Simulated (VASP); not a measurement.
Input of a VASP 6.6.1 run:

INCAR

```
ALGO     = Normal         # electronic algorithm
EDIFF    = 1E-6           # SCF threshold, eV
EDIFFG   = -0.01          # ionic threshold
ENCUT    = 600            # plane-wave cutoff, eV
GGA      = PS             # functional
IBRION   = 2              # ionic algorithm
ISIF     = 4              # what is computed and relaxed
ISMEAR   = 0              # smearing method
LASPH    = T              # aspherical terms in the spheres
LCHARG   = F              # write CHGCAR
LREAL    = F              # projectors in reciprocal space
LWAVE    = F              # write WAVECAR
NELM     = 60             # most SCF steps
NSW      = 50             # ionic steps
PREC     = Accurate       # precision mode
SIGMA    = 0.02           # smearing width, eV
```

Contents of KPOINTS:

```
k-points
0
Gamma
  12 12 12
```

POSCAR

```
MgO2
1.0
    1.5995059095      0.9234751674      3.4916042370
   -1.5995059095      0.9234751674      3.4916042370
    0.0000000000     -1.8469503349      3.4916042370
Mg O
1 2
Direct
    0.0000000000      0.0000000000      0.0000000000
    0.4291433726      0.4291433726      0.4291433726
    0.5708566274      0.5708566274      0.5708566274
```

Potentials or basis: VASP PAW PBE potentials, release 64 (Mg, O).

Command:

```console
$ cat potpaw_PBE.64/Mg/POTCAR potpaw_PBE.64/O/POTCAR > POTCAR
$ mpirun -np 1 vasp_std > vasp.out
```

Task: Predict the band gap on the k mesh.

Result: 2.30 eV.

The path:
| step | energy change (eV) | largest force (eV/Å) | pressure (GPa) | volume (Å³) |
| --- | --- | --- | --- | --- |
| 1 | 0.0000 | 0.0291 | -4.24 | 30.94 |
| 2 | -0.0003 | 0.0283 | -4.15 | 30.94 |
| 3 | -0.0004 | 0.0277 | -4.09 | 30.94 |
| 4 | -0.0003 | 0.0616 | -4.20 | 30.94 |
| 5 | -0.0004 | 0.0008 | -4.11 | 30.94 |

Caveat: the PAW data sets were made with another functional, which shifts forces and pressure a little. A k mesh can miss the band edges.
